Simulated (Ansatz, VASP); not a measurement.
## LaZr4O3: VASP beside Ansatz

```xyz
8
Lattice="3.3282 0.0000 0.0000 -1.6641 2.8823 0.0000 0.0000 0.0000 13.6196" Properties=species:S:1:pos:R:3 pbc="T T T"
La    0.0000    0.0000    0.0000
Zr    0.0000    1.9216    8.1096
Zr    1.6641    0.9608    5.5100
Zr    0.0000    1.9216    2.9310
Zr    1.6641    0.9608   10.6886
O     0.0000    0.0000    6.8098
O     0.0000    1.9216   11.9626
O     1.6641    0.9608    1.6570
```

Alike in both runs: functional PBE; k mesh 6 × 6 × 2; occupations gaussian, width 0.2 eV; no spin polarisation.

Ansatz relaxed the structure, and its values are those at the end. VASP's run is a single point on that final structure, the one shown.

|  | VASP | Ansatz |
| --- | --- | --- |
| version | VASP 6.6.1 | Ansatz 0.2.0 |
| potentials or method | VASP PAW PBE potentials, release 64 (La, Zr_sv, O), cutoff 520 eV | scalar-relativistic, plane waves, PAW |
| valence electrons in the cell | 77 | 77 |

```csv
,VASP,Ansatz,Ansatz less VASP
gap on the k mesh at the Fermi level (eV),none,none,-
pressure (GPa),0.1,0.1,-0.05
rms of the force components (eV/Å),0.013,0.001,-0.0123
```

A gap of «none» marks a metal or a gap that the smearing closes.

The k mesh is coarse, so the values compare programs but aren't converged. Spin-orbit coupling is off throughout.
